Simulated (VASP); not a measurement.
# Al2Cu (I4/mcm) in VASP: further runs, part 3 of 3

VASP 6.6.1. Earlier steps stand in the parts before.

## Step 6: Single point, PBE

This run uses another cell than the first one, of 15.34 Å³/atom.

File INCAR:

```
SYSTEM = Al2Cu
PREC = Accurate
ENCUT = 520
EDIFF = 1E-6
ISMEAR = 0
SIGMA = 0.15
LREAL = .FALSE.
LASPH = .TRUE.
NELM = 60
ALGO = Fast
ISIF = 2
LWAVE = .FALSE.
LCHARG = .FALSE.
GGA = PE
NBANDS = 26
```

File KPOINTS:

```
regular mesh
0
G
  10 10 10
  0 0 0
```

File POSCAR:

```
Al2Cu
1.0
   -2.9959000000      2.9959000000      2.5633500000
    2.9959000000     -2.9959000000      2.5633500000
    2.9959000000      2.9959000000     -2.5633500000
Al Cu
4 2
Direct
    0.1587211657      0.6587211657      0.8174423314
    0.6587211657      0.8412788343      0.5000000000
    0.8412788343      0.3412788343      0.1825576686
    0.3412788343      0.1587211657      0.5000000000
    0.7500000000      0.7500000000      0.0000000000
    0.2500000000      0.2500000000      0.0000000000
```

Potentials or basis: VASP PAW PBE potentials, release 64 (Al, Cu).

On the command line:

```bash
$ cat potpaw_PBE.64/Al/POTCAR potpaw_PBE.64/Cu/POTCAR > POTCAR
$ mpirun -np 1 vasp_std > vasp.out
```

OUTCAR:

```text
SYSTEM = Al2Cu
   PREC = Accurate
   ENCUT = 520
   EDIFF = 1E-6
   ISMEAR = 0
   LREAL = .FALSE.
   LASPH = .TRUE.
   NELM = 60
   ISIF = 2
   GGA = PE

 ion  position               nearest neighbor table
   1  0.159  0.659  0.817-   5 2.59   6 2.59   5 2.59   6 2.59   3 2.69   3 2.99   3 2.99   2 3.19
                             4 3.19   4 3.19   2 3.19   4 3.19   2 3.19   2 3.19   4 3.19
   2  0.659  0.841  0.500-   6 2.59   5 2.59   5 2.59   6 2.59   4 2.69   4 2.99   4 2.99   3 3.19
                             1 3.19   3 3.19   1 3.19   3 3.19   1 3.19   1 3.19   3 3.19
   3  0.841  0.341  0.183-   5 2.59   6 2.59   5 2.59   6 2.59   1 2.69   1 2.99   1 2.99   2 3.19
                             4 3.19   4 3.19   2 3.19   4 3.19   2 3.19   2 3.19   4 3.19
   4  0.341  0.159  0.500-   5 2.59   6 2.59   6 2.59   5 2.59   2 2.69   2 2.99   2 2.99   1 3.19
                             1 3.19   3 3.19   3 3.19   3 3.19   1 3.19   1 3.19   3 3.19
   5  0.750  0.750  0.000-   6 2.56   6 2.56   1 2.59   2 2.59   3 2.59   4 2.59   2 2.59   4 2.59
                             1 2.59   3 2.59
   6  0.250  0.250  0.000-   5 2.56   5 2.56   1 2.59   3 2.59   4 2.59   3 2.59   4 2.59   1 2.59
                             2 2.59   2 2.59

  LATTYP: Found a body centered tetragonal cell.
 ALAT       =     5.9918000000
 C/A-ratio  =     0.8556193464
[... 201 lines left out ...]
  band No.  band energies     occupation
      1      -2.8856      2.00000
      2       2.5789      2.00000
      3       2.6682      2.00000
      4       2.6682      2.00000
      5       2.8824      2.00000
      6       3.6158      2.00000
[... 685 lines left out ...]
     25      14.5275      0.00000
     26      14.9241      0.00000

 [... further k-points ...]

------------------------ aborting loop because EDIFF is reached ----------------------------------------

  FORCE on cell =-STRESS in cart. coord.  units (eV):
  Direction    XX          YY          ZZ          XY          YZ          ZX
  --------------------------------------------------------------------------------------
  -------------------------------------------------------------------------------------
  Total       -0.1039277     -0.1039277     -3.5106822      0.0000000     -0.0000000      0.0000000
  in kB       -1.8093360     -1.8093360    -61.1194697      0.0000000     -0.0000000      0.0000000
  external PRESSURE =     -21.5793806 kB  Pullay stress =       0.0000000 kB

 VOLUME and BASIS-vectors are now :
 -----------------------------------------------------------------------------
  energy-cutoff  :      520.00
  volume of cell :       92.03
      direct lattice vectors                 reciprocal lattice vectors
    -2.995900000  2.995900000  2.563350000     0.000000000  0.166894756  0.195057249
     2.995900000 -2.995900000  2.563350000     0.166894756  0.000000000  0.195057249
     2.995900000  2.995900000 -2.563350000     0.166894756  0.166894756  0.000000000

 POSITION                                       TOTAL-FORCE (eV/Angst)
 -----------------------------------------------------------------------------------
      3.94693      0.95103      0.00000         0.114096      0.114096     -0.000000
      2.04487      0.95103      2.56335        -0.114096      0.114096     -0.000000
     -0.95103      2.04487      2.56335        -0.114096     -0.114096      0.000000
      0.95103      2.04487      0.00000         0.114096     -0.114096      0.000000
      0.00000      0.00000      3.84502        -0.000000      0.000000      0.000000
      0.00000      0.00000      1.28167        -0.000000      0.000000      0.000000
 -----------------------------------------------------------------------------------
    total drift:                               -0.000000     -0.000000      0.000000

  FREE ENERGIE OF THE ION-ELECTRON SYSTEM (eV)
  ---------------------------------------------------
  free  energy   TOTEN  =       -23.3061469429 eV

  energy  without entropy=      -23.2843466447  energy(sigma->0) =      -23.29524679
```

OSZICAR:

```text
N       E                     dE             d eps       ncg     rms          rms(c)
DAV:   1     0.183071127934E+03    0.18307E+03   -0.13574E+04  5312   0.144E+03
DAV:   2    -0.162010874669E+02   -0.19927E+03   -0.18728E+03  5316   0.283E+02
DAV:   3    -0.275488957063E+02   -0.11348E+02   -0.10628E+02  6838   0.874E+01
DAV:   4    -0.278905119395E+02   -0.34162E+00   -0.33986E+00  7952   0.129E+01
DAV:   5    -0.278960000350E+02   -0.54881E-02   -0.54869E-02  7612   0.161E+00    0.215E+01
RMM:   6    -0.338756512736E+02   -0.59797E+01   -0.10474E+02  6451   0.134E+02    0.193E+01
RMM:   7    -0.236963106994E+02    0.10179E+02   -0.32416E+01  5614   0.787E+01    0.356E+00
RMM:   8    -0.233847138636E+02    0.31160E+00   -0.19269E+00  5786   0.190E+01    0.134E+00
RMM:   9    -0.233116776232E+02    0.73036E-01   -0.49682E-01  5918   0.308E+00    0.489E-01
RMM:  10    -0.233123107623E+02   -0.63314E-03   -0.57235E-02  6506   0.224E+00    0.383E-01
RMM:  11    -0.233062123389E+02    0.60984E-02   -0.11310E-02  6496   0.797E-01    0.141E-01
RMM:  12    -0.233062788293E+02   -0.66490E-04   -0.38866E-03  6628   0.625E-01    0.955E-02
RMM:  13    -0.233061363897E+02    0.14244E-03   -0.12103E-03  6926   0.288E-01    0.365E-02
RMM:  14    -0.233061422525E+02   -0.58627E-05   -0.31383E-04  7353   0.157E-01    0.161E-02
RMM:  15    -0.233061461204E+02   -0.38679E-05   -0.95252E-05  7729   0.620E-02    0.611E-03
RMM:  16    -0.233061503667E+02   -0.42464E-05   -0.92830E-06  6439   0.246E-02    0.134E-02
RMM:  17    -0.233061473390E+02    0.30277E-05   -0.14036E-05  6263   0.387E-02    0.733E-03
RMM:  18    -0.233061469429E+02    0.39608E-06   -0.17246E-06  4544   0.140E-02
   1 F= -.23306147E+02 E0= -.23295247E+02  d E =-.218003E-01
```

Wall time 8.2 min (1 thread of Intel Xeon Platinum 8488C (Sapphire Rapids), shared host); peak memory 0.38 GiB.

What came out:

```yaml
Free_energy: -23.3061 eV
Pressure: -2.2 GPa
Largest_force: 0.161 eV/Å
Band_gap_on_the_k_mesh: zero (bands 17 and 18 overlap by 3.70 eV)
```

Forces on the atoms (eV/Å):
```
Al   0.114  0.114  0.000
Al  -0.114  0.114  0.000
Al  -0.114 -0.114  0.000
Al   0.114 -0.114  0.000
Cu   0.000  0.000  0.000
Cu   0.000  0.000  0.000
```

Caveat: the stress differs along the axes, from -6 to -0 GPa.

## Step 7: Summary

```csv
cell,further INCAR settings,gap on the mesh (eV),pressure (GPa),largest force (eV/Å)
"a = 4.978 Å, angles 103.4, 103.4, 122.5°, 6 atoms",ALGO = Fast; EDIFF = 1e-06; NBANDS = 26,none,-1.6,0.10
"a = 5.019 Å, angles 102.3, 102.3, 125.0°, 6 atoms",ALGO = Fast; EDIFF = 1e-07; NBANDS = 26,none,-1.7,0.18
"a = 5.004 Å, angles 102.9, 102.9, 123.5°, 6 atoms",ALGO = Fast; EDIFF = 1e-06; NBANDS = 26,none,-2.2,0.13
"a = 4.976 Å, angles 104.2, 104.2, 120.6°, 6 atoms",ALGO = Fast; EDIFF = 1e-06; NBANDS = 26,none,-2.6,0.01
"a = 4.952 Å, angles 105.5, 105.5, 117.7°, 6 atoms",ALGO = Fast; EDIFF = 1e-06; NBANDS = 26,none,-2.2,0.16
```

Alike in all rows: task single point; level PBE; potentials or basis VASP PAW PBE potentials, release 64 (Al, Cu); no spin polarisation; k mesh 10 × 10 × 10; cutoff (eV) 520; smearing gaussian 0.15 eV.

Caveats: the stress differs along the axes, from -3 to 2 GPa (at least some runs); the stress differs along the axes, from -6 to 7 GPa (at least some runs); the stress differs along the axes, from -5 to 3 GPa (at least some runs); the stress differs along the axes, from -6 to -0 GPa (at least some runs).

Absolute energies hang on the potentials; compare differences alone.
